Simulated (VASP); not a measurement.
# Au (P6/mmm) in VASP: a series of runs, part 3 of 3

VASP 6.6.1. The steps go on from the part before.

## 6. Single point, PBEsol

The input, INCAR:

```
  ALGO = Normal
  EDIFF = 1E-6
  ENCUT = 520
  GGA = PS
  ISIF = 2
  ISMEAR = -1
  LASPH = T
  LCHARG = T
  LELF = T
  LREAL = F
  LVHAR = T
  LWAVE = F
  NBANDS = 24
  NELM = 60
  PREC = Accurate
  SIGMA = 0.1
```

The input, KPOINTS:

```
k-points
0
Gamma
  10 10 15
```

The input, POSCAR:

```
Au
1.0
    4.6519828289      0.0000000000      0.0000000000
   -2.3259914145      4.0287353078      0.0000000000
    0.0000000000      0.0000000000      2.7801099128
Au
3
Direct
    0.0000000000      1.0000000000      0.0000000000
    0.3333333333      0.6666666667      0.5000000000
    0.6666666667      0.3333333333      0.5000000000
```

Potentials or basis: VASP PAW PBE potentials, release 64 (Au).

Launch:

```bash
$ cat potpaw_PBE.64/Au/POTCAR > POTCAR
$ mpirun -np 1 vasp_std > vasp.out
```

OUTCAR:

```text
EDIFF = 1E-6
   ENCUT = 520
   GGA = PS
   ISIF = 2
   ISMEAR = -1
   LASPH = T
   LREAL = F
   NELM = 60
   PREC = Accurate

 ion  position               nearest neighbor table
   1  0.000  0.000  0.000-   2 3.02   3 3.02   2 3.02   3 3.02   3 3.02   3 3.02   2 3.02   2 3.02
                             3 3.02   3 3.02   2 3.02   2 3.02
   2  0.333  0.667  0.500-   3 2.69   3 2.69   3 2.69   1 3.02   1 3.02   1 3.02   1 3.02   1 3.02
                             1 3.02
   3  0.667  0.333  0.500-   2 2.69   2 2.69   2 2.69   1 3.02   1 3.02   1 3.02   1 3.02   1 3.02
                             1 3.02

  LATTYP: Found a hexagonal cell.
 ALAT       =     4.6519828289
 C/A-ratio  =     0.5976182662

  Lattice vectors:

 A1 = (   4.6519828289,   0.0000000000,   0.0000000000)
 A2 = (  -2.3259914145,   4.0287353078,   0.0000000000)
 A3 = (   0.0000000000,   0.0000000000,   2.7801099128)

Analysis of symmetry for initial positions (statically):
=====================================================================
 Subroutine PRICEL returns:
 Original cell was already a primitive cell.

 Routine SETGRP: Setting up the symmetry group for a
 hexagonal supercell.

 Subroutine GETGRP returns: Found 24 space group operations
 (whereof 24 operations were pure point group operations)
 out of a pool of 24 trial point group operations.

The static configuration has the point symmetry D_6h.

Analysis of symmetry for dynamics (positions and initial velocities):
=====================================================================
 Subroutine PRICEL returns:
 Original cell was already a primitive cell.

 Routine SETGRP: Setting up the symmetry group for a
 hexagonal supercell.

 Subroutine GETGRP returns: Found 24 space group operations
 (whereof 24 operations were pure point group operations)
 out of a pool of 24 trial point group operations.

The dynamic configuration has the point symmetry D_6h.

 Subroutine INISYM returns: Found 24 space group operations
 (whereof 24 operations are pure point group operations),
 and found     1 'primitive' translations

----------------------------------------------------------------------------------------

                                     Primitive cell

  volume of cell :      52.1037

  direct lattice vectors                    reciprocal lattice vectors
     4.651982829  0.000000000  0.000000000     0.214962100  0.124108427  0.000000000
    -2.325991414  4.028735308  0.000000000     0.000000000  0.248216853  0.000000000
     0.000000000  0.000000000  2.780109913     0.000000000  0.000000000  0.359698009

  length of vectors
     4.651982829  4.651982829  2.780109913     0.248216853  0.248216853  0.359698009

  position of ions in fractional coordinates (direct lattice)
     0.000000000  0.000000000  0.000000000
     0.333333333  0.666666667  0.500000000
     0.666666667  0.333333333  0.500000000

  ion indices of the primitive-cell ions
   primitive index   ion index
                 1           1
                 2           2
                 3           3

----------------------------------------------------------------------------------------

 KPOINTS: k-points

Automatic generation of k-mesh.
 Grid dimensions read from file:
 generate k-points for:   10   10   15

 Generating k-lattice:

  Cartesian coordinates                     Fractional coordinates (reciprocal lattice)
     0.021496210  0.012410843  0.000000000     0.100000000 -0.000000000  0.000000000
     0.000000000  0.024821685  0.000000000     0.000000000  0.100000000  0.000000000
     0.000000000  0.000000000  0.023979867     0.000000000  0.000000000  0.066666667

  Length of vectors
     0.024821685  0.024821685  0.023979867

  Shift w.r.t. Gamma in fractional coordinates (k-lattice)
     0.000000000  0.000000000  0.000000000

 Subroutine IBZKPT returns following result:
 ===========================================

 Found    112 irreducible k-points:

 Following reciprocal coordinates:
            Coordinates               Weight
  0.000000  0.000000  0.000000      1.000000
  0.100000 -0.000000  0.000000      6.000000
  0.200000 -0.000000  0.000000      6.000000
  0.300000  0.000000  0.000000      6.000000
  0.400000 -0.000000  0.000000      6.000000
  0.500000 -0.000000  0.000000      3.000000
[... 16 lines left out ...]
  0.300000  0.100000  0.066667     24.000000
  0.400000  0.100000  0.066667     24.000000
 [... further k-points ...]
   k-points           NKPTS =    112   k-points in BZ     NKDIM =    112   number of bands    NBANDS=     24
   number of dos      NEDOS =    301   number of ions     NIONS =      3
   total plane-waves  NPLWV =  31104
   dimension x,y,z NGX =    36 NGY =   36 NGZ =   24
   dimension x,y,z NGXF=    72 NGYF=   72 NGZF=   48
   ions per type =               3
   NGX,Y,Z   is equivalent  to a cutoff of  12.87, 12.87, 14.35 a.u.
   NGXF,Y,Z  is equivalent  to a cutoff of  25.73, 25.73, 28.70 a.u.
 SYSTEM =  unknown system
   PREC   = accura    normal or accurate (medium, high low for compatibility)
   ISTART =      0    job   : 0-new  1-cont  2-samecut
   ICHARG =      2    charge: 1-file 2-atom 10-const
   ISPIN  =      1    spin polarized calculation?
   LNONCOLLINEAR =      F non collinear calculations
   LSORBIT =      F    spin-orbit coupling
   LASPH  =      T    aspherical Exc in radial PAW
   ENCUT  =  520.0 eV  38.22 Ry    6.18 a.u.   8.65  8.65  5.17*2*pi/ulx,y,z
   NELM   =     60;   NELMIN=  2; NELMDL= -5     # of ELM steps
   EDIFF  = 0.1E-05   stopping-criterion for ELM
   LREAL  =      F    real-space projection
   EDIFFG = 0.1E-04   stopping-criterion for IOM
   NSW    =      0    number of steps for IOM
   IBRION =     -1    ionic relax: 0-MD 1-quasi-New 2-CG
   NFREE  =      0    steps in history (QN), initial steepest desc. (CG)
   ISIF   =      2    stress and relaxation
   ISYM   =      2    0-nonsym 1-usesym 2-fastsym
   POTIM  = 0.5000    time-step for ionic-motion
   TEBEG  =    0.0;   TEEND  =   0.0 temperature during run
   PSTRESS=    0.0 pullay stress
   NELECT =      33.0000    total number of electrons
   NUPDOWN=      -1.0000    fix difference up-down
   EMIN   =  10.00;   EMAX   =-10.00  energy-range for DOS
   EFERMI =   0.00;   METHOD = LEGACY
   ISMEAR =    -1;   SIGMA  =   0.10  broadening in eV -4-tet -1-fermi 0-gaus
   EFERMI_NEDOS =   21; number of points for ismear=-14 and -15
   IALGO  =     38    algorithm
   IMIX   =      4    mixing-type and parameters
     AMIX     =   0.40;   BMIX     =  1.00
     AMIX_MAG =   1.60;   BMIX_MAG =  1.00
  volume/ion in A,a.u.               =      17.37       117.20
  Fermi-wavevector in a.u.,A,eV,Ry     =   1.405907  2.656779 26.892922  1.976574
  Thomas-Fermi vector in A             =   2.528321
   LORBIT       =      0    0 simple, 1 ext, 2 COOP (PROOUT), +10 PAW based schemes
   GGA     = PS    functional components
   LHFCALC =     F    Hartree Fock is set to
   AEXX    =    0.0000 exact exchange contribution
   IVDW    =     0    specifies the selected vdW correction
   LEPSILON=     F    determine dielectric tensor
   LRPA    =     F    only Hartree local field effects (RPA)
 non-spin polarized calculation
  energy-cutoff  :      520.00
  volume of cell :       52.10
 maximum number of plane-waves:      1431
 NGX is ok and might be reduce to    36
   NGX = 17   NGY = 17   NGZ = 11

 number of electron      32.9999996 magnetization

 Free energy of the ion-electron system (eV)
  ---------------------------------------------------
  ext. energy  EPLUGINS =         0.00000000
  ---------------------------------------------------
  free energy    TOTEN  =       -11.55270105 eV

  energy without entropy =      -11.52228632  energy(sigma->0) =      -11.53749369

 E-fermi :   8.9483     XC(G=0): -12.7620

 val. band max:        8.9460987660   @ k =   0.3000   0.1000   0.0000
 cond. band min:       8.9565338465   @ k =   0.3000   0.0000   0.1333
 fundamental gap:      0.0104350805
 Fermi energy:         8.9482859522

 k-point     1 :       0.0000    0.0000    0.0000
  band No.  band energies     occupation
      1      -0.7577      2.00000
      2       2.1696      2.00000
      3       3.4069      2.00000
      4       3.8992      2.00000
      5       3.9766      2.00000
      6       3.9766      2.00000
[... 16 lines left out ...]
     23      20.4941      0.00000
     24      25.0916      0.00000
[... 598 lines left out ...]
      2       1.8950      2.00000
      3       2.1286      2.00000
      4       3.1613      2.00000
      5       3.3523      2.00000
      6       3.5336      2.00000
[... 16 lines left out ...]
     23      21.7866      0.00000
     24      23.0395      0.00000

 [... further k-points ...]
[... 5 lines left out ...]
  --------------------------------------------------------------------------------------
  -------------------------------------------------------------------------------------
  Total       -0.0091246     -0.0091246     -0.2798227      0.0000000      0.0000000      0.0000000
  in kB       -0.2805788     -0.2805788     -8.6044808      0.0000000      0.0000000      0.0000000
  external PRESSURE =      -3.0552128 kB  Pullay stress =       0.0000000 kB

 VOLUME and BASIS-vectors are now :
 -----------------------------------------------------------------------------
  energy-cutoff  :      520.00
  volume of cell :       52.10
      direct lattice vectors                 reciprocal lattice vectors
     4.651982829  0.000000000  0.000000000     0.214962100  0.124108427  0.000000000
    -2.325991414  4.028735308  0.000000000     0.000000000  0.248216853  0.000000000
     0.000000000  0.000000000  2.780109913     0.000000000  0.000000000  0.359698009

 POSITION                                       TOTAL-FORCE (eV/Angst)
 -----------------------------------------------------------------------------------
      0.00000      0.00000      0.00000        -0.000000      0.000000     -0.000000
     -0.00000      2.68582      1.39005        -0.000000      0.000000      0.000000
      2.32599      1.34291      1.39005         0.000000     -0.000000     -0.000000
 -----------------------------------------------------------------------------------
    total drift:                                0.000000      0.000000     -0.000000

  FREE ENERGIE OF THE ION-ELECTRON SYSTEM (eV)
  ---------------------------------------------------
  free  energy   TOTEN  =       -11.5527010495 eV

  energy  without entropy=      -11.5222863215  energy(sigma->0) =      -11.53749369
```

OSZICAR:

```text
N       E                     dE             d eps       ncg     rms          rms(c)
DAV:   1     0.199219199144E+03    0.19922E+03   -0.16492E+04  5440   0.130E+03
DAV:   2    -0.885782316502E+01   -0.20808E+03   -0.19343E+03  5920   0.294E+02
DAV:   3    -0.125469045705E+02   -0.36891E+01   -0.36626E+01  6360   0.407E+01
DAV:   4    -0.125660686262E+02   -0.19164E-01   -0.19163E-01  6320   0.309E+00
DAV:   5    -0.125662527309E+02   -0.18410E-03   -0.18410E-03  6568   0.329E-01    0.161E+01
DAV:   6    -0.116246547282E+02    0.94160E+00   -0.19761E+00  6168   0.112E+01    0.101E+01
DAV:   7    -0.115610272116E+02    0.63628E-01   -0.17471E-01  6456   0.322E+00    0.452E+00
DAV:   8    -0.115527348111E+02    0.82924E-02   -0.11511E-02  6248   0.803E-01    0.493E-01
DAV:   9    -0.115526856894E+02    0.49122E-04   -0.80279E-05  6680   0.109E-01    0.698E-02
DAV:  10    -0.115526963641E+02   -0.10675E-04   -0.48450E-06  6464   0.191E-02    0.355E-02
DAV:  11    -0.115527010943E+02   -0.47302E-05   -0.15085E-06  5336   0.988E-03    0.137E-03
DAV:  12    -0.115527010495E+02    0.44849E-07   -0.68208E-08  3928   0.244E-03
   1 F= -.11552701E+02 E0= -.11537494E+02  d E =-.304147E-01
```

Wall time 60 s (1 thread of Intel Xeon Platinum 8488C (Sapphire Rapids), shared host); peak memory 0.25 GiB.

Results:

- Free energy: -11.5527 eV
- Pressure: -0.3 GPa
- Band gap on the k mesh: zero (an odd number of electrons rules out a gap without spin polarisation)

Caveat: the PAW data sets were made with another functional, which shifts forces and pressure a little; spin-orbit coupling is left out, which moves the levels of the heavy elements.

## 7. Summary

```csv
cell,k mesh,gap on the mesh (eV),pressure (GPa)
"a = 4.652, b = 4.652, c = 2.780 Å, angles 90.0, 90.0, 120.0°, 3 atoms",9 × 9 × 13,none,-0.3
"a = 4.713, b = 4.713, c = 2.817 Å, angles 90.0, 90.0, 120.0°, 3 atoms",9 × 9 × 13,none,-6.1
"a = 4.773, b = 4.773, c = 2.852 Å, angles 90.0, 90.0, 120.0°, 3 atoms",9 × 9 × 13,none,-10.4
"a = 4.831, b = 4.831, c = 2.887 Å, angles 90.0, 90.0, 120.0°, 3 atoms",9 × 9 × 13,none,-13.7
"a = 4.652, b = 4.652, c = 2.780 Å, angles 90.0, 90.0, 120.0°, 3 atoms",10 × 10 × 15,none,-0.3
```

Alike in all rows: task single point; level PBEsol; potentials or basis VASP PAW PBE potentials, release 64 (Au); no spin polarisation; cutoff (eV) 520; smearing fermi-dirac 0.1 eV.

Caveats: the PAW data sets were made with another functional, which shifts forces and pressure a little; spin-orbit coupling is left out, which moves the levels of the heavy elements; the cell stands under tension (at least some runs).

Total energies depend on the potentials used, so only differences within one code and one set of settings carry meaning.
